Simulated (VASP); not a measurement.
Runs of VASP 6.6.1 on Ta. The structure is that of space group Fm-3m (No. 225), or close to it. The cells are those of the table. This isn't the form of Ta at room conditions, which is bcc.

| task | cell | gap on the mesh (eV) | pressure (GPa) |
| --- | --- | --- | --- |
| relaxation of cell and atoms | relaxed to 60 GPa from a = 2.942 Å, angles 60.0°, 1 atom | none | 60.2 |
| single point | a = 2.809 Å, angles 60.0°, 1 atom | none | 40.5 |
| single point | a = 2.953 Å, angles 60.0°, 1 atom | none | 0.1 |
| relaxation of cell and atoms | relaxed to 40 GPa from a = 2.942 Å, angles 60.0°, 1 atom | none | 40.0 |
| single point | a = 2.758 Å, angles 60.0°, 1 atom | none | 60.8 |
| relaxation of cell and atoms | relaxed to 20 GPa from a = 2.942 Å, angles 60.0°, 1 atom | none | 20.1 |
| relaxation of cell and atoms | relaxed from a = 2.942 Å, angles 60.0°, 1 atom | none | 0.0 |
| single point | a = 2.871 Å, angles 60.0°, 1 atom | none | (a) |

Alike in all rows: level PBEsol; potentials or basis VASP PAW PBE potentials, release 64 (Ta_pv); no spin polarisation; k mesh 17 × 17 × 17; cutoff (eV) 500; smearing fermi-dirac 0.05 eV.

Fill in the values left out.

(a) 20.3.

Caveats: the PAW data sets were made with another functional, which shifts forces and pressure a little; spin-orbit coupling is left out, which moves the levels of the heavy elements; the cell is relaxed towards a set pressure, so the run minimises the enthalpy, not the energy (at least some runs); the cell stands under pressure (at least some runs).

A k mesh can miss the band edges, and the runs leave out spin-orbit coupling on Ta.

A gap of «none» marks levels without a gap at the run's occupations.
